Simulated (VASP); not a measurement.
# WSe4 (Im-3m) in VASP: relaxation of cell and atoms with PBE

Aim: the relaxation of cell and atoms of WSe4 with PBE.

Program: VASP 6.6.1. These are calculated values, not measurements. Logs are shortened: lines on timing, memory, paths and dates and some standing lists are left out, and cuts for length are marked.

### Step 1. The cell of the first run

The structure is cubic, space group Im-3m (No. 229). The conventional cell has a = 6.323 Å, b = 6.323 Å, c = 6.323 Å, α = 90.00°, β = 90.00°, γ = 90.00°. W (site symmetry m-3m) has 8 Se at 2.74 Å within 3.6 Å. Se (site symmetry -3m) has 2 W at 2.74 Å and 6 Se at 3.16 Å within 3.6 Å.

The cell was built from a structure type or drawn by symmetry, and may not be a known phase.

### Step 2. Relaxation of cell and atoms, PBE, collinear spin

Input file INCAR:

```
SYSTEM = WSe4
  PREC = Accurate
  ENCUT = 600
  EDIFF = 1E-6
  ISMEAR = 0
  SIGMA = 0.1
  LREAL = .False.
  LASPH = .True.
  NELM = 150
  ALGO = Normal
  ISIF = 3
  LWAVE = .False.
  LCHARG = .False.
  ISPIN = 2
  MAGMOM = 1.44 0 0 0 0
  LORBIT = 11
  LMAXMIX = 4
  GGA = PE
  IBRION = 2
  NSW = 90
  EDIFFG = -0.04
```

Input file KPOINTS:

```
Automatic mesh
0
Gamma
  4 4 4
  0 0 0
```

Input file POSCAR:

```
WSe4
1.0
   -3.1617458000      3.1617458000      3.1617458000
    3.1617458000     -3.1617458000      3.1617458000
    3.1617458000      3.1617458000     -3.1617458000
W Se
1 4
Direct
    0.0000000000      0.0000000000      0.0000000000
    0.5000000000      0.5000000000      0.5000000000
    0.0000000000      0.0000000000      0.5000000000
    0.0000000000      0.5000000000      0.0000000000
    0.5000000000      0.0000000000      0.0000000000
```

Potentials or basis: VASP PAW PBE potentials, release 64 (W_sv, Se).

Launch:

```sh
$ cat potpaw_PBE.64/W_sv/POTCAR potpaw_PBE.64/Se/POTCAR > POTCAR
$ mpirun -np 1 vasp_std > vasp.out
```

OUTCAR:

```text
SYSTEM = WSe4
   PREC = Accurate
   ENCUT = 600
   EDIFF = 1E-6
   ISMEAR = 0
   LREAL = .False.
   LASPH = .True.
   NELM = 150
   ISIF = 3
   ISPIN = 2
   LORBIT = 11
   GGA = PE
   IBRION = 2
   NSW = 90
   EDIFFG = -0.04

 ion  position               nearest neighbor table
   1  0.000  0.000  0.000-   2 2.74   3 2.74   4 2.74   5 2.74   3 2.74   4 2.74   5 2.74   2 2.74

   2  0.500  0.500  0.500-   1 2.74   1 2.74
   3  0.000  0.000  0.500-   1 2.74   1 2.74
   4  0.000  0.500  0.000-   1 2.74   1 2.74
   5  0.500  0.000  0.000-   1 2.74   1 2.74

  LATTYP: Found a body centered cubic cell.
 ALAT       =     6.3234916000

  Lattice vectors:

 A1 = (  -3.1617458000,   3.1617458000,   3.1617458000)
 A2 = (   3.1617458000,  -3.1617458000,   3.1617458000)
 A3 = (   3.1617458000,   3.1617458000,  -3.1617458000)

Analysis of symmetry for initial positions (statically):
=====================================================================
 Subroutine PRICEL returns:
 Original cell was already a primitive cell.

 Routine SETGRP: Setting up the symmetry group for a
 body centered cubic supercell.

 Subroutine GETGRP returns: Found 48 space group operations
 (whereof 48 operations were pure point group operations)
 out of a pool of 48 trial point group operations.

The static configuration has the point symmetry O_h .

Analysis of symmetry for dynamics (positions and initial velocities):
=====================================================================
 Subroutine PRICEL returns:
 Original cell was already a primitive cell.

 Routine SETGRP: Setting up the symmetry group for a
 body centered cubic supercell.

 Subroutine GETGRP returns: Found 48 space group operations
 (whereof 48 operations were pure point group operations)
 out of a pool of 48 trial point group operations.

The dynamic configuration has the point symmetry O_h .

Analysis of structural, dynamic, and magnetic symmetry:
=====================================================================
 Subroutine PRICEL returns:
 Original cell was already a primitive cell.

 Routine SETGRP: Setting up the symmetry group for a
 body centered cubic supercell.

 Subroutine GETGRP returns: Found 48 space group operations
 (whereof 48 operations were pure point group operations)
 out of a pool of 48 trial point group operations.

The overall configuration has the point symmetry O_h .

 Subroutine INISYM returns: Found 48 space group operations
 (whereof 48 operations are pure point group operations),
 and found     1 'primitive' translations

----------------------------------------------------------------------------------------

                                     Primitive cell

  volume of cell :     126.4273

  direct lattice vectors                    reciprocal lattice vectors
    -3.161745800  3.161745800  3.161745800     0.000000000  0.158140480  0.158140480
     3.161745800 -3.161745800  3.161745800     0.158140480  0.000000000  0.158140480
     3.161745800  3.161745800 -3.161745800     0.158140480  0.158140480  0.000000000

  length of vectors
     5.476304366  5.476304366  5.476304366     0.223644412  0.223644412  0.223644412

  position of ions in fractional coordinates (direct lattice)
     0.000000000  0.000000000  0.000000000
     0.500000000  0.500000000  0.500000000
     0.000000000  0.000000000  0.500000000
     0.000000000  0.500000000  0.000000000
     0.500000000  0.000000000  0.000000000

  ion indices of the primitive-cell ions
   primitive index   ion index
                 1           1
                 2           2
                 3           3
                 4           4
                 5           5

----------------------------------------------------------------------------------------

 KPOINTS: Automatic mesh

Automatic generation of k-mesh.
 Grid dimensions read from file:
 generate k-points for:    4    4    4

 Generating k-lattice:

  Cartesian coordinates                     Fractional coordinates (reciprocal lattice)
     0.000000000  0.039535120  0.039535120     0.250000000  0.000000000  0.000000000
     0.039535120  0.000000000  0.039535120     0.000000000  0.250000000  0.000000000
     0.039535120  0.039535120  0.000000000     0.000000000  0.000000000  0.250000000

  Length of vectors
     0.055911103  0.055911103  0.055911103

  Shift w.r.t. Gamma in fractional coordinates (k-lattice)
     0.000000000  0.000000000  0.000000000

 Subroutine IBZKPT returns following result:
 ===========================================

 Found      8 irreducible k-points:

 Following reciprocal coordinates:
            Coordinates               Weight
  0.000000  0.000000  0.000000      1.000000
  0.250000  0.000000  0.000000     12.000000
  0.500000  0.000000  0.000000      6.000000
  0.250000  0.250000  0.000000     24.000000
  0.250000  0.250000  0.250000      2.000000
 -0.250000  0.250000  0.250000      6.000000
  0.500000  0.500000  0.250000     12.000000
  0.500000  0.500000  0.500000      1.000000
   k-points           NKPTS =      8   k-points in BZ     NKDIM =      8   number of bands    NBANDS=     24
   number of dos      NEDOS =    301   number of ions     NIONS =      5
   total plane-waves  NPLWV = 110592
   dimension x,y,z NGX =    48 NGY =   48 NGZ =   48
   dimension x,y,z NGXF=    96 NGYF=   96 NGZF=   96
   ions per type =               1   4
   NGX,Y,Z   is equivalent  to a cutoff of  14.57, 14.57, 14.57 a.u.
   NGXF,Y,Z  is equivalent  to a cutoff of  29.14, 29.14, 29.14 a.u.
 SYSTEM =  WSe4
   PREC   = accura    normal or accurate (medium, high low for compatibility)
   ISTART =      0    job   : 0-new  1-cont  2-samecut
   ICHARG =      2    charge: 1-file 2-atom 10-const
   ISPIN  =      2    spin polarized calculation?
   LNONCOLLINEAR =      F non collinear calculations
   LSORBIT =      F    spin-orbit coupling
   LASPH  =      T    aspherical Exc in radial PAW
   ENCUT  =  600.0 eV  44.10 Ry    6.64 a.u.  10.94 10.94 10.94*2*pi/ulx,y,z
   NELM   =    150;   NELMIN=  2; NELMDL= -5     # of ELM steps
   EDIFF  = 0.1E-05   stopping-criterion for ELM
   LREAL  =      F    real-space projection
   EDIFFG = -.4E-01   stopping-criterion for IOM
   NSW    =     90    number of steps for IOM
   IBRION =      2    ionic relax: 0-MD 1-quasi-New 2-CG
   NFREE  =      1    steps in history (QN), initial steepest desc. (CG)
   ISIF   =      3    stress and relaxation
   ISYM   =      2    0-nonsym 1-usesym 2-fastsym
   POTIM  = 0.5000    time-step for ionic-motion
   TEBEG  =    0.0;   TEEND  =   0.0 temperature during run
   PSTRESS=    0.0 pullay stress
   NELECT =      38.0000    total number of electrons
   NUPDOWN=      -1.0000    fix difference up-down
   EMIN   =  10.00;   EMAX   =-10.00  energy-range for DOS
   EFERMI =   0.00;   METHOD = LEGACY
   ISMEAR =     0;   SIGMA  =   0.10  broadening in eV -4-tet -1-fermi 0-gaus
   EFERMI_NEDOS =   21; number of points for ismear=-14 and -15
   IALGO  =     38    algorithm
   IMIX   =      4    mixing-type and parameters
     AMIX     =   0.40;   BMIX     =  1.00
     AMIX_MAG =   1.60;   BMIX_MAG =  1.00
  volume/ion in A,a.u.               =      25.29       170.63
  Fermi-wavevector in a.u.,A,eV,Ry     =   1.096619  2.072309 16.362001  1.202573
  Thomas-Fermi vector in A             =   2.232964
   LORBIT       =     11    0 simple, 1 ext, 2 COOP (PROOUT), +10 PAW based schemes
   GGA     = PE    functional components
   LHFCALC =     F    Hartree Fock is set to
   AEXX    =    0.0000 exact exchange contribution
   IVDW    =     0    specifies the selected vdW correction
   LEPSILON=     F    determine dielectric tensor
   LRPA    =     F    only Hartree local field effects (RPA)
 conjugate gradient relaxation of ions
 spin polarized calculation
 Gauss-broadening in eV      SIGMA  =   0.10
  energy-cutoff  :      600.00
  volume of cell :      126.43
 maximum number of plane-waves:      4240
 NGX is ok and might be reduce to    48
   NGX = 21   NGY = 21   NGZ = 21

--------------------------------------- Ionic step        1  -------------------------------------------

 number of electron      37.9999998 magnetization       1.8324416

 Free energy of the ion-electron system (eV)
  ---------------------------------------------------
  ext. energy  EPLUGINS =         0.00000000
  ---------------------------------------------------
  free energy    TOTEN  =       -23.84965176 eV

  energy without entropy =      -23.82712910  energy(sigma->0) =      -23.83839043

------------------------ aborting loop because EDIFF is reached ----------------------------------------

  FORCE on cell =-STRESS in cart. coord.  units (eV):
  Direction    XX          YY          ZZ          XY          YZ          ZX
  --------------------------------------------------------------------------------------
  -------------------------------------------------------------------------------------
  Total       -3.9512832     -3.9512832     -3.9512832      0.0000000     -0.0000000      0.0000000
  in kB      -50.0734939    -50.0734939    -50.0734939      0.0000000     -0.0000000      0.0000000
  external PRESSURE =     -50.0734939 kB  Pullay stress =       0.0000000 kB
[... 24 lines left out ...]
  energy  without entropy=      -23.8271290989  energy(sigma->0) =      -23.83839043

--------------------------------------- Ionic step        2  -------------------------------------------

 number of electron      37.9999999 magnetization       1.0338236

 E-fermi :   5.2353     XC(G=0): -10.1082

 val. band max:        5.1898677317   @ k =  -0.2500   0.2500   0.2500
 cond. band min:       5.2470540575   @ k =   0.0000   0.0000   0.0000
 fundamental gap:      0.0571863258
 Fermi energy:         5.2352746171

 spin component 1

 k-point     1 :       0.0000    0.0000    0.0000
  band No.  band energies     occupation
      1     -69.8020      1.00000
      2     -34.1002      1.00000
      3     -34.1002      1.00000
      4     -34.1002      1.00000
      5     -10.3612      1.00000
      6      -7.6060      1.00000
[... 460 lines left out ...]
  energy  without entropy=      -23.9242451038  energy(sigma->0) =      -23.94281565

--------------------------------------- Ionic step        3  -------------------------------------------

 number of electron      38.0000003 magnetization       1.8141978

 Free energy of the ion-electron system (eV)
  ---------------------------------------------------
  ext. energy  EPLUGINS =         0.00000000
  ---------------------------------------------------
  free energy    TOTEN  =       -24.00077414 eV

  energy without entropy =      -23.97156789  energy(sigma->0) =      -23.98617102

 E-fermi :   4.7441     XC(G=0):  -9.9163

 val. band max:        4.7074846372   @ k =   0.5000   0.0000   0.0000
 cond. band min:       4.7532843665   @ k =   0.2500   0.0000   0.0000
 fundamental gap:      0.0457997293
 Fermi energy:         4.7441429356

 spin component 1

 k-point     1 :       0.0000    0.0000    0.0000
  band No.  band energies     occupation
      1     -70.3034      1.00000
      2     -34.6318      1.00000
      3     -34.6318      1.00000
      4     -34.6318      1.00000
      5     -10.5147      1.00000
      6      -7.9367      1.00000
[... 456 lines left out ...]
  FREE ENERGIE OF THE ION-ELECTRON SYSTEM (eV)
  ---------------------------------------------------
  free  energy   TOTEN  =       -24.0007741397 eV

  energy  without entropy=      -23.9715678906  energy(sigma->0) =      -23.98617102

 reached required accuracy - stopping structural energy minimisation

 total charge

# of ion       s       p       d       tot
------------------------------------------
    1        2.305   6.168   3.342  11.815
    2        1.514   2.160   0.050   3.724
    3        1.514   2.160   0.050   3.724
    4        1.514   2.160   0.050   3.724
    5        1.514   2.160   0.050   3.724
--------------------------------------------------
tot          8.361  14.810   3.541  26.711

 magnetization (x)

# of ion       s       p       d       tot
------------------------------------------
    1        0.068   0.011   1.405   1.483
    2        0.011  -0.027   0.012  -0.003
    3        0.011  -0.027   0.012  -0.003
    4        0.011  -0.027   0.012  -0.003
    5        0.011  -0.027   0.012  -0.003
--------------------------------------------------
tot          0.112  -0.096   1.453   1.470
```

Wall time 5.1 min (1 thread of Intel Xeon Platinum 8375C at 2.90GHz (Ice Lake), shared host); peak memory 0.43 GiB.

Results:

| Property | Result |
| --- | --- |
| Free energy | -24.0008 eV |
| Relaxed volume | 23.41 Å³/atom |
| Relaxed cell | a = 5.338 Å, b = 5.338 Å, c = 5.338 Å, α = 109.47°, β = 109.47°, γ = 109.47° |
| Space group after relaxing (to 0.1 Å) | Im-3m (No. 229) |
| Energy gained by relaxing | 30.2 meV/atom |
| Ionic steps | 3 |
| Pressure after relaxing | 0.2 GPa |
| Net moment | 1.81 μB per cell |
| Site moments | W +1.48; Se -0.00 μB |
| Valence electrons inside the program's atomic spheres | W 11.81; Se 3.72 |

The path:
| step | energy change (eV) | largest force (eV/Å) | pressure (GPa) | volume (Å³) |
| --- | --- | --- | --- | --- |
| 1 | 0.0000 | 0.0000 | -5.01 | 126.43 |
| 2 | -0.1117 | 0.0000 | 2.57 | 112.51 |
| 3 | -0.1511 | 0.0000 | 0.18 | 117.07 |

Final structure:
```
W Se
1.0
    -3.08170    3.08170    3.08170
     3.08170   -3.08170    3.08170
     3.08170    3.08170   -3.08170
W Se
1 4
Direct
  0.00000 0.00000 0.00000
  0.50000 0.50000 0.50000
  0.00000 0.00000 0.50000
  0.00000 0.50000 0.00000
  0.50000 0.00000 0.00000
```

Caveat: spin-orbit coupling is left out, which moves the levels of the heavy elements.
